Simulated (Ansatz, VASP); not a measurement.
Si2Mo: VASP beside Ansatz

Contents of INCAR:

```
ALGO = Normal ; EDIFF = 1E-6
EDIFFG = -0.01 ; ENCUT = 600
GGA = CA ; IBRION = 2
ISIF = 3 ; ISMEAR = -1
LASPH = True ; LCHARG = False
LREAL = False ; LWAVE = False
NELM = 80 ; NSW = 80
PREC = Accurate ; SIGMA = 0.1
```

KPOINTS

```
k-points
0
Gamma
  10 10 10
```

File POSCAR:

```
Si2Mo
1.0
   -1.6000000000      1.6000000000      3.9305000000
    1.6000000000     -1.6000000000      3.9305000000
    1.6000000000      1.6000000000     -3.9305000000
Si Mo
2 1
Direct
    0.3330000000      0.3330000000      0.0000000000
    0.6670000000      0.6670000000      0.0000000000
    0.0000000000      0.0000000000      0.0000000000
```

Input for Ansatz:

```yaml
crystal:
  lattice:
    - [-1.6, 1.6, 3.9305]
    - [1.6, -1.6, 3.9305]
    - [1.6, 1.6, -3.9305]
  atoms:
    - { symbol: Si, position: [0.333, 0.333, 0.0] }
    - { symbol: Si, position: [0.667, 0.667, 0.0] }
    - { symbol: Mo, position: [0.0, 0.0, 0.0] }
  symmetry: { tolerance: 0.0003 }
hamiltonian:
  xc: lda
  pseudopotentials: { kind: paw, azcp: { folder: soft_1 } }
basis:
  ecutwfc: 420
magnetization:
  spin_polarized: false
scf:
  occupations: { method: fermi_dirac, width: 0.1 }
kpoints:
  mp_grid: { grid: [10, 10, 10], shift: [0, 0, 0] }
output:
  forces: true
  stress: true
  eigenvalues: true
relax:
  max_steps: 60
  cell: {}
```

Alike in both runs: task relaxation of cell and atoms; functional LDA; k mesh 10 × 10 × 10; occupations fermi-dirac, width 0.1 eV; no spin polarisation.

|  | VASP | Ansatz |
| --- | --- | --- |
| version | VASP 6.6.1 | Ansatz 0.2.0 |
| potentials or method | VASP PAW LDA potentials, release 64 (Si, Mo_sv), cutoff 600 eV | PAW plane waves |
| valence electrons in the cell | 22 | 22 |

```tsv
	VASP	Ansatz	Ansatz less VASP
gap on the k mesh at the Fermi level, each at its own relaxed structure (eV)	none	none	-
relaxed volume (Å³/atom)	13.10	13.06	-0.035
relaxed cell length with the largest relative difference (Å)	4.494	4.491	-0.0037
```

Ansatz warns that its potentials were made for another functional, while VASP's fit it. LDA's correlation is that of Perdew and Zunger in VASP and of Perdew and Wang (1992) in Ansatz. A gap of «none» marks a metal or a gap that the smearing closes.
